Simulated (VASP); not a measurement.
Input of a VASP 6.6.1 run:

File POSCAR:

```
SiC
1.0
   -1.5387796673     -2.6652445653      0.0000000000
    1.5387796672     -2.6652445654      0.0000000000
    0.0000000000      0.0000000000     11.5767691650
Si C
4 4
Direct
    0.3333333333      0.3333333333      0.0818531811
    0.6666666667      0.6666666667      0.5170682666
    0.0000000000      0.0000000000      0.7347241727
    0.0000000000      0.0000000000      0.2995090872
    0.3333333333      0.3333333333      0.7886132204
    0.6666666667      0.6666666667      0.3533981348
    1.0000000000      0.0000000000      0.5715803272
    1.0000000000      0.0000000000      0.1363652416
```

Contents of INCAR.step1:

```
ALGO = Normal
EDIFF = 1E-4
ENCUT = 520
GGA = PE
ISMEAR = 0
LASPH = True
LCHARG = False
LREAL = False
LWAVE = True
NBANDS = 26
NELM = 80
PREC = Accurate
SIGMA = 0.05
```

The input INCAR.step2:

```
ALGO = Normal
EDIFF = 1E-6
ENCUT = 520
ISIF = 2
ISMEAR = 0
ISTART = 1
LASPH = True
LCHARG = False
LMIXTAU = True
LREAL = False
LWAVE = False
METAGGA = R2SCAN
NBANDS = 26
NELM = 80
PREC = Accurate
SIGMA = 0.05
```

KPOINTS

```
k-points
0
Gamma
  8 8 3
```

Potentials or basis: VASP PAW PBE potentials, release 64 (Si, C).

The run is started by

```bash
$ cat potpaw_PBE.64/Si/POTCAR potpaw_PBE.64/C/POTCAR > POTCAR
$ cp INCAR.step1 INCAR
$ mpirun -np 1 vasp_std > vasp.out
$ cp INCAR.step2 INCAR
$ mpirun -np 1 vasp_std > vasp.out
```

(1) Predict the band gap on the k mesh.

(2) Predict the largest force.

Results:

(1) 0.29 eV (least direct gap 0.92 eV).

(2) 3.206 eV/Å.

Caveat: the cell differs from its parent crystal (the distance across one plane changed); semilocal functionals underestimate gaps, and a narrow one can read as zero; the PAW data sets were made with another functional, which shifts forces and pressure a little.
